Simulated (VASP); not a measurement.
# Ti (P6_3/mmc) in VASP: a series of runs

Aim: see how the results for Ti move with the level of theory and the settings. Levels: RPBE+D4, PBE. Tasks: single point.

All numbers are computed with VASP 6.6.1; they aren't measurements. Logs are shortened: lines on timing, memory, paths and dates and some standing lists are left out, and cuts for length are marked.

## Step 1: The cell of the first run

The structure is hexagonal, space group P6_3/mmc (No. 194). Conventional cell: a = 2.938 Å, b = 2.938 Å, c = 4.650 Å, α = 90.00°, β = 90.00°, γ = 120.00°. Within 3.8 Å of Ti (site symmetry -6m2) lie 12 Ti at 2.88 to 2.94 Å.

## Step 2: Single point, RPBE+D4

Input file INCAR:

```
SYSTEM = Ti
  PREC = Accurate
  ENCUT = 520
  EDIFF = 1E-6
  ISMEAR = -1
  SIGMA = 0.05
  LREAL = .FALSE.
  LASPH = .TRUE.
  NELM = 80
  ALGO = Normal
  ISIF = 2
  LWAVE = .FALSE.
  LCHARG = .FALSE.
  GGA = RP
  IVDW = 13
  NBANDS = 19
```

Input file KPOINTS:

```
regular mesh
0
G
  10 10 6
  0 0 0
```

Input file POSCAR:

```
Ti
1.0
    2.9382217544      0.0000000000      0.0000000000
   -1.4691108772      2.5445746813      0.0000000000
    0.0000000000      0.0000000000      4.6495983037
Ti
2
Direct
    0.6666666667      0.3333333333      0.7500000000
    0.3333333333      0.6666666667      0.2500000000
```

Potentials or basis: VASP PAW PBE potentials, release 64 (Ti_sv).

Command:

```console
> cat potpaw_PBE.64/Ti_sv/POTCAR > POTCAR
> mpirun -np 1 vasp_std > vasp.out
```

OUTCAR:

```text
SYSTEM = Ti
   PREC = Accurate
   ENCUT = 520
   EDIFF = 1E-6
   ISMEAR = -1
   LREAL = .FALSE.
   LASPH = .TRUE.
   NELM = 80
   ISIF = 2
   GGA = RP
   IVDW = 13

 ion  position               nearest neighbor table
   1  0.667  0.333  0.750-   2 2.88   2 2.88   2 2.88   2 2.88   2 2.88   2 2.88
   2  0.333  0.667  0.250-   1 2.88   1 2.88   1 2.88   1 2.88   1 2.88   1 2.88

  LATTYP: Found a hexagonal cell.
 ALAT       =     2.9382217544
 C/A-ratio  =     1.5824531612

  Lattice vectors:

 A1 = (   2.9382217544,   0.0000000000,   0.0000000000)
 A2 = (  -1.4691108772,   2.5445746813,   0.0000000000)
 A3 = (   0.0000000000,   0.0000000000,   4.6495983037)

Analysis of symmetry for initial positions (statically):
=====================================================================
 Subroutine PRICEL returns:
 Original cell was already a primitive cell.

 Routine SETGRP: Setting up the symmetry group for a
 hexagonal supercell.

 Subroutine GETGRP returns: Found 24 space group operations
 (whereof 12 operations were pure point group operations)
 out of a pool of 24 trial point group operations.

The static configuration has the point symmetry D_3d.
 The point group associated with its full space group is D_6h.

Analysis of symmetry for dynamics (positions and initial velocities):
=====================================================================
 Subroutine PRICEL returns:
 Original cell was already a primitive cell.

 Routine SETGRP: Setting up the symmetry group for a
 hexagonal supercell.

 Subroutine GETGRP returns: Found 24 space group operations
 (whereof 12 operations were pure point group operations)
 out of a pool of 24 trial point group operations.

The dynamic configuration has the point symmetry D_3d.
 The point group associated with its full space group is D_6h.

 Subroutine INISYM returns: Found 24 space group operations
 (whereof 12 operations are pure point group operations),
 and found     1 'primitive' translations

----------------------------------------------------------------------------------------

                                     Primitive cell

  volume of cell :      34.7628

  direct lattice vectors                    reciprocal lattice vectors
     2.938221754  0.000000000  0.000000000     0.340341909  0.196496493  0.000000000
    -1.469110877  2.544574681  0.000000000     0.000000000  0.392992985  0.000000000
     0.000000000  0.000000000  4.649598304     0.000000000  0.000000000  0.215072343

  length of vectors
     2.938221754  2.938221754  4.649598304     0.392992985  0.392992985  0.215072343

[... 79 lines left out ...]
   NELM   =     80;   NELMIN=  2; NELMDL= -5     # of ELM steps
   EDIFF  = 0.1E-05   stopping-criterion for ELM
   LREAL  =      F    real-space projection
   EDIFFG = 0.1E-04   stopping-criterion for IOM
   NSW    =      0    number of steps for IOM
   IBRION =     -1    ionic relax: 0-MD 1-quasi-New 2-CG
   NFREE  =      0    steps in history (QN), initial steepest desc. (CG)
   ISIF   =      2    stress and relaxation
   ISYM   =      2    0-nonsym 1-usesym 2-fastsym
   POTIM  = 0.5000    time-step for ionic-motion
   TEBEG  =    0.0;   TEEND  =   0.0 temperature during run
   PSTRESS=    0.0 pullay stress
   NELECT =      24.0000    total number of electrons
   NUPDOWN=      -1.0000    fix difference up-down
   EMIN   =  10.00;   EMAX   =-10.00  energy-range for DOS
   EFERMI =   0.00;   METHOD = LEGACY
   ISMEAR =    -1;   SIGMA  =   0.05  broadening in eV -4-tet -1-fermi 0-gaus
   EFERMI_NEDOS =   21; number of points for ismear=-14 and -15
   IALGO  =     38    algorithm
   IMIX   =      4    mixing-type and parameters
     AMIX     =   0.40;   BMIX     =  1.00
     AMIX_MAG =   1.60;   BMIX_MAG =  1.00
  volume/ion in A,a.u.               =      17.38       117.30
  Fermi-wavevector in a.u.,A,eV,Ry     =   1.446906  2.734255 28.484281  2.093536
  Thomas-Fermi vector in A             =   2.564921
   LORBIT       =      0    0 simple, 1 ext, 2 COOP (PROOUT), +10 PAW based schemes
   GGA     = RP    functional components
   LHFCALC =     F    Hartree Fock is set to
   AEXX    =    0.0000 exact exchange contribution
   IVDW    =    13    specifies the selected vdW correction
   LEPSILON=     F    determine dielectric tensor
   LRPA    =     F    only Hartree local field effects (RPA)
 non-spin polarized calculation
  energy-cutoff  :      520.00
  volume of cell :       34.76
 maximum number of plane-waves:       965
 NGX is ok and might be reduce to    24
   NGX = 11   NGY = 11   NGZ = 17

 number of electron      24.0000002 magnetization

 Free energy of the ion-electron system (eV)
  ---------------------------------------------------
  ext. energy  EPLUGINS =         0.00000000
  ---------------------------------------------------
  free energy    TOTEN  =       -14.87612866 eV

  energy without entropy =      -14.85702534  energy(sigma->0) =      -14.86657700

 E-fermi :   8.4357     XC(G=0): -11.3861

 val. band max:        8.4351223942   @ k =   0.0000   0.0000   0.3333
 cond. band min:       8.4516679278   @ k =   0.3000   0.3000   0.3333
 fundamental gap:      0.0165455336
 Fermi energy:         8.4356822929

 k-point     1 :       0.0000    0.0000    0.0000
  band No.  band energies     occupation
      1     -48.5625      2.00000
      2     -48.4276      2.00000
      3     -25.0772      2.00000
      4     -24.4405      2.00000
      5     -24.4405      2.00000
      6     -24.3759      2.00000
[... 505 lines left out ...]
      6     -24.5862      2.00000
[... 11 lines left out ...]
     18      11.8594      0.00000
     19      12.5700      0.00000

 [... further k-points ...]

------------------------ aborting loop because EDIFF is reached ----------------------------------------

  DFT-D4 for vdW energy calculation

  Edisp (eV):   -0.72618

  FORCE on cell =-STRESS in cart. coord.  units (eV):
  Direction    XX          YY          ZZ          XY          YZ          ZX
  --------------------------------------------------------------------------------------
  -------------------------------------------------------------------------------------
  Total      -0.05230    -0.05230    -0.06728    -0.00000     0.00000     0.00000
  in kB      -2.41033    -2.41033    -3.10083    -0.00000     0.00000     0.00000
  external pressure =       -2.64 kB  Pullay stress =        0.00 kB

 VOLUME and BASIS-vectors are now :
 -----------------------------------------------------------------------------
  energy-cutoff  :      520.00
  volume of cell :       34.76
      direct lattice vectors                 reciprocal lattice vectors
     2.938221754  0.000000000  0.000000000     0.340341909  0.196496493  0.000000000
    -1.469110877  2.544574681  0.000000000     0.000000000  0.392992985  0.000000000
     0.000000000  0.000000000  4.649598304     0.000000000  0.000000000  0.215072343

 POSITION                                       TOTAL-FORCE (eV/Angst)
 -----------------------------------------------------------------------------------
      1.46911      0.84819      3.48720        -0.000000     -0.000000      0.000000
     -0.00000      1.69638      1.16240         0.000000      0.000000      0.000000
 -----------------------------------------------------------------------------------
    total drift:                               -0.000000      0.000000     -0.000000

  FREE ENERGIE OF THE ION-ELECTRON SYSTEM (eV)
  ---------------------------------------------------
  free  energy   TOTEN  =       -15.6023052345 eV

  energy  without entropy=      -15.5832019082  energy(sigma->0) =      -15.59275357
```

stdout:

```text
POSCAR found type information on POSCAR Ti
 POSCAR found :  1 types and       2 ions
 scaLAPACK will be used
 -----------------------------------------------------------------------------
|                                                                             |
|                                                                             |
|     You enforced a specific xc type in the INCAR file but a different       |
|     I HOPE YOU KNOW WHAT YOU ARE DOING!                                     |
|                                                                             |
 -----------------------------------------------------------------------------

 LDA part: xc-table for (Slater+PW92), standard interpolation
 POSCAR, INCAR and KPOINTS ok, starting setup
 FFT: planning ... GRIDC
 FFT: planning ... GRID_SOFT
 FFT: planning ... GRID
 WAVECAR not read
 entering main loop
```

It used 22 s of CPU time on 1 thread of Intel Xeon 6975P-C (shared host).

Results:

```
Free energy                : -15.6023 eV
Pressure                   : -0.3 GPa
Band gap on the k mesh     : zero (band 12 reaches 9.23 eV, above the bottom of band 13 at 8.20 eV)
Dispersion energy per atom : -0.363 eV
```

Levels at points of the mesh, in eV from the Fermi level:
```
           k point  band 8  band 9  band 10  band 11  band 12  band 13  band 14  band 15  band 16  band 17
(0.00, 0.00, 0.00)  -32.78   -6.22    -2.68     0.75     0.79     0.79     0.90     1.29     1.29     1.64
(0.50, 0.00, 0.00)  -32.85   -2.35    -2.15    -1.83    -0.65     0.50     0.65     1.19     3.34     3.57
(0.00, 0.00, 0.50)  -32.83   -4.36    -4.36     0.09     0.09     0.70     0.70     0.70     0.70     2.81
(0.50, 0.00, 0.50)  -32.93   -2.53    -2.53    -0.80    -0.80     1.31     1.31     1.74     1.74     3.48
```

Caveat: the PAW data sets were made with another functional, which shifts forces and pressure a little; pairwise dispersion overbinds metals, which lowers pressure and volume.

## Step 3: Single point, PBE

This run uses another cell than the first one, of 17.64 Å³/atom, 1.015 times its volume.

Input file INCAR:

```
ALGO = Fast
EDIFF = 1E-6
ENCUT = 520
GGA = PE
ISIF = 2
ISMEAR = 0
LASPH = T
LCHARG = T
LELF = T
LREAL = F
LVHAR = T
LWAVE = F
NBANDS = 19
NELM = 60
PREC = Accurate
SIGMA = 0.024
```

Input file KPOINTS:

```
k-points
0
Gamma
  10 10 6
```

Input file POSCAR:

```
Ti
1.0
    2.9500000000      0.0000000000      0.0000000000
   -1.4750000000      2.5547749412      0.0000000000
    0.0000000000      0.0000000000      4.6800000000
Ti
2
Direct
    0.6666666667      0.3333333333      0.7500000000
    0.3333333333      0.6666666667      0.2500000000
```

Potentials or basis: VASP PAW PBE potentials, release 64 (Ti_sv).

Command:

```console
> cat potpaw_PBE.64/Ti_sv/POTCAR > POTCAR
> mpirun -np 1 vasp_std > vasp.out
```

It took 85 s on 1 thread of Intel Xeon 6975P-C, shared host; peak memory 0.17 GiB.

It converged, with:

| Item | Value |
| --- | --- |
| Free energy | -15.6655 eV |
| Pressure | -1.7 GPa |
| Band gap on the k mesh | zero (band 12 reaches 8.94 eV, above the bottom of band 13 at 7.94 eV) |

Stress tensor (GPa, compression positive):
```
-1.65  0.00  0.00
 0.00 -1.65  0.00
 0.00  0.00 -1.92
```

Levels at points of the mesh, in eV from the Fermi level:
```csv
k point,band 8,band 9,band 10,band 11,band 12,band 13,band 14,band 15,band 16,band 17
"(0.00, 0.00, 0.00)",-32.73,-6.15,-2.63,0.74,0.79,0.79,0.88,1.27,1.27,1.62
"(0.50, 0.00, 0.00)",-32.80,-2.30,-2.09,-1.79,-0.62,0.50,0.63,1.17,3.30,3.51
"(0.00, 0.00, 0.50)",-32.78,-4.32,-4.32,0.10,0.10,0.70,0.70,0.70,0.70,2.76
"(0.50, 0.00, 0.50)",-32.88,-2.48,-2.48,-0.78,-0.78,1.31,1.31,1.72,1.72,3.43
```
